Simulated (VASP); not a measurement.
Input of a VASP 6.6.1 run:

The input INCAR:

```
PREC     = Accurate       # precision mode
ENCUT    = 520            # plane-wave cutoff, eV
EDIFF    = 1E-6           # SCF threshold, eV
ISMEAR   = -1             # smearing method
SIGMA    = 0.1            # smearing width, eV
LREAL    = False          # projectors in reciprocal space
LASPH    = True           # aspherical terms in the spheres
NELM     = 60             # most SCF steps
ALGO     = Normal         # electronic algorithm
ISIF     = 2              # what is computed and relaxed
LWAVE    = False          # write WAVECAR
LCHARG   = False          # write CHGCAR
GGA      = PS             # functional
NBANDS   = 32             # bands
```

KPOINTS

```
Automatic mesh
0
Gamma
  3 3 1
```

File POSCAR:

```
Al12As
1.0
    5.7275650000      0.0000000000      0.0000000000
    2.8637820000      4.9602170000      0.0000000000
    0.0000000000      0.0000000000     17.6765370000
Al As
12 1
Direct
    0.1666667000      0.1666667000      0.0565722000
    0.6666667000      0.1666667000      0.0565722000
    0.1666667000      0.6666667000      0.0565722000
    0.6666667000      0.6666667000      0.0565722000
   -0.1651749976      0.3332895262      0.1873026496
    0.3333363942      0.3332995804      0.1873351246
   -0.1652398294      0.8318857991      0.1873215209
    0.3345214337      0.8326546658      0.1839588370
    0.0221959220     -0.0109914921      0.3174744083
    0.4911450943     -0.0112773139      0.3174460541
    0.0015970985      0.4992550564      0.3160082326
    0.4913349074      0.5202149231      0.3174074936
    0.6678024361      0.1661559510      0.4136901526
```

Potentials or basis: VASP PAW PBE potentials, release 64 (Al, As).

Launch:

```console
$ cat potpaw_PBE.64/Al/POTCAR potpaw_PBE.64/As/POTCAR > POTCAR
$ mpirun -np 1 vasp_std > vasp.out
```

Problem. What does it give for the largest force?

Solution. 0.068 eV/Å.

Problem. What does it give for the band gap on the k mesh?

Solution. Zero (an odd number of electrons rules out a gap without spin polarisation).

Forces in eV/Å, atoms in the order of the input:
```
Al   0.002  0.028 -0.029
Al   0.003 -0.002  0.068
Al  -0.024 -0.015 -0.028
Al   0.031 -0.018 -0.032
Al  -0.003 -0.004  0.006
Al   0.003 -0.002  0.003
Al   0.002  0.005  0.006
Al  -0.007  0.006 -0.006
Al   0.012 -0.009 -0.018
Al  -0.013 -0.003 -0.017
Al  -0.001  0.002 -0.001
Al  -0.007  0.013 -0.014
As   0.000  0.001  0.063
```

Caveat: the k points lie up to 0.42 Å⁻¹ apart, too coarse for converged energies and pressures of a metal; there is no dipole correction, which matters where the two faces differ; the PAW data sets were made with another functional, which shifts forces and pressure a little.
